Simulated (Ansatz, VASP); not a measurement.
**One calculation of Cd2I3, two programs**

```
Cd I
1.0
     5.12732    0.00000    0.00000
     0.00000    6.30757    0.00000
     0.00000    0.00000    7.60391
Cd I
2 3
Cartesian
  2.5637 3.1538 3.8020
  2.5637 0.0000 3.8020
  0.0000 0.0000 3.8020
  2.5637 0.0000 0.0000
  0.0000 0.0000 0.0000
```

Change from the starting cell: species swapped into the Zr3Cd2 type (Pmmm, No. 47).

Alike in both runs: task relaxation of cell and atoms; functional PBE; k mesh 4 × 4 × 2; occupations gaussian, width 0.1 eV; no spin polarisation.

|  | VASP | Ansatz |
| --- | --- | --- |
| version | VASP 6.6.1 | Ansatz 0.2.0 |
| potentials or method | VASP PAW PBE potentials, release 64 (Cd, I), cutoff 600 eV | scalar-relativistic, plane waves, PAW |
| valence electrons in the cell | 45 | 91 |

|  | VASP | Ansatz | Ansatz less VASP |
| --- | --- | --- | --- |
| gap on the k mesh at the Fermi level, each at its own relaxed structure (eV) | none | none | - |
| relaxed volume (Å³/atom) | 54.39 | 54.81 | +0.417 |
| relaxed length of the cell vector where the two differ most in proportion (Å) | 7.988 | 8.057 | +0.0698 |

A gap of «none» marks a metal or a gap that the smearing closes. VASP's potentials hold 45 valence electrons a cell and Ansatz's 91, so a difference there can come from the potentials and not from the codes.

The k mesh is coarse, so the values compare programs but aren't converged. Spin-orbit coupling is off throughout.
